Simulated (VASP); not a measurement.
A run of VASP 6.6.1:

File INCAR:

```
SYSTEM = Be
ALGO = Normal ; EDIFF = 1E-6
ENCUT = 520 ; GGA = PE
ISIF = 2 ; ISMEAR = -1
IVDW = 12 ; LASPH = .TRUE.
LCHARG = .FALSE. ; LREAL = Auto
LWAVE = .FALSE. ; NBANDS = 60
NELM = 60 ; PREC = Accurate
SIGMA = 0.24
```

The input KPOINTS:

```
k-points
0
G
  2 2 2
  0 0 0
```

The input POSCAR:

```
Be
1.0
    6.9826430000      0.0000000000      0.0000000000
   -3.4913210000      6.0471460000      0.0000000000
    0.0000000000      0.0000000000      7.2945340000
Be
36
Direct
    0.0156823496      0.0507842873     -0.0422782319
    0.0947374580      0.2689863946      0.2379041622
    0.0849579142     -0.0119064431      0.5012109067
    0.0995954138      0.2340773648      0.7071322171
   -0.0363943947      0.2940064619     -0.0300636065
    0.1449427994      0.5640512070      0.2590569871
   -0.0157034797      0.2881855341      0.4982772032
    0.1233115159      0.5516651988      0.7522756080
    0.0117892204      0.6420549463      0.0007814070
    0.1214366804      0.8602901269      0.2339560005
   -0.0101225957      0.6068813288      0.4748349929
    0.0908097962      0.9053857803      0.7582801040
    0.3315190663      0.0217623322      0.0163547116
    0.4075744217      0.2131418689      0.2752197741
    0.3415431043     -0.0147011499      0.4998948528
    0.3799286787      0.1900731353      0.7413633277
    0.3807349413      0.3401108556     -0.0114880539
    0.4532550773      0.5670112810      0.2827733752
    0.3853996365      0.3887949787      0.5273126426
    0.4792642598      0.6196311450      0.7168655325
    0.3257200842      0.6650740697      0.0187263504
    0.4912425869      0.9435029351      0.2834862378
    0.2760518482      0.6367135836      0.5275731116
    0.4437899612      0.8800184418      0.7425697104
    0.6357849526     -0.0246727961     -0.0157789380
    0.7828200468      0.2468271810      0.2589473159
    0.6381087360      0.0107654090      0.5622429068
    0.7673130102      0.2262389564      0.7639967132
    0.6597839729      0.3221519705     -0.0289943127
    0.7808704558      0.5424707788      0.2807992944
    0.6368507154      0.2625370712      0.5049397261
    0.7822821266      0.6286436610      0.7950199423
    0.6690361207      0.7080530220     -0.0035917305
    0.7714290888      0.9047904582      0.2401798388
    0.7248097701      0.7696192551      0.5106563353
    0.8096121797      0.9344408089      0.7589381309
```

Potentials or basis: VASP PAW PBE potentials, release 64 (Be).

Launch:

```bash
$ cat potpaw_PBE.64/Be/POTCAR > POTCAR
$ mpirun -np 1 vasp_std > vasp.out
```

Hardware: 1 thread of Intel Xeon 8259CL, on a shared host.

**Question.** Estimate the wall time of this run.

**Answer.** Run time: 4.4 min on 1 thread of Intel Xeon 8259CL (shared host), peak memory 0.41 GiB. Counts: scf iterations 14, k points 8.
